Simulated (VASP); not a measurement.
Input of a VASP 6.6.1 run:

INCAR

```
SYSTEM = AlN
PREC = Accurate ; ENCUT = 520
EDIFF = 1E-6 ; ISMEAR = 0
SIGMA = 0.05 ; LREAL = .False.
LASPH = .True. ; NELM = 100
ALGO = Normal ; ISIF = 2
LWAVE = .False. ; LCHARG = .False.
GGA = PE ; NBANDS = 26
```

The input KPOINTS:

```
regular mesh
0
Gamma
  8 6 4
  0 0 0
```

Contents of POSCAR:

```
AlN
1.0
   -1.6567491617      2.8695737234      0.0000000000
    0.0000000000      0.0000000000      4.1874629526
    4.9702474850      2.8695737234      0.0000000000
Al N
4 4
Direct
    0.6456454651      0.7500000000      0.2405660054
    0.0000000000      0.7500000000      0.6666666667
    0.0000000000      0.2500000000      0.3333333333
    0.5000000000      0.2500000000      0.8333333333
    0.5000000000      0.2500000000      0.1666666667
    0.0000000000      0.2500000000      0.6666666667
    0.0000000000      0.7500000000      0.3333333333
    0.5000000000      0.7500000000      0.8333333333
```

Potentials or basis: VASP PAW PBE potentials, release 64 (Al, N).

Launch:

```sh
$ cat potpaw_PBE.64/Al/POTCAR potpaw_PBE.64/N/POTCAR > POTCAR
$ mpirun -np 1 vasp_std > vasp.out
```

**Question.** Predict the pressure.

**Answer.** 31.7 GPa.

**Question.** What does it give for the largest force?

**Answer.** 43.759 eV/Å.

Stress tensor (GPa, compression positive):
```
-3.53 -9.41  0.00
-9.41 96.83  0.00
 0.00  0.00  1.88
```

Caveat: the cell differs from its parent crystal (atom 1 (Al) moved by +0.126 Å along [1 0 0] and +0.630 Å along [1 2 0]); atoms lie so close that the PAW spheres overlap strongly, which falsifies energies and pressures; the cell stands under pressure; forces of over 1 eV/Å act on the atoms, so gaps and moduli don't describe the material at rest.
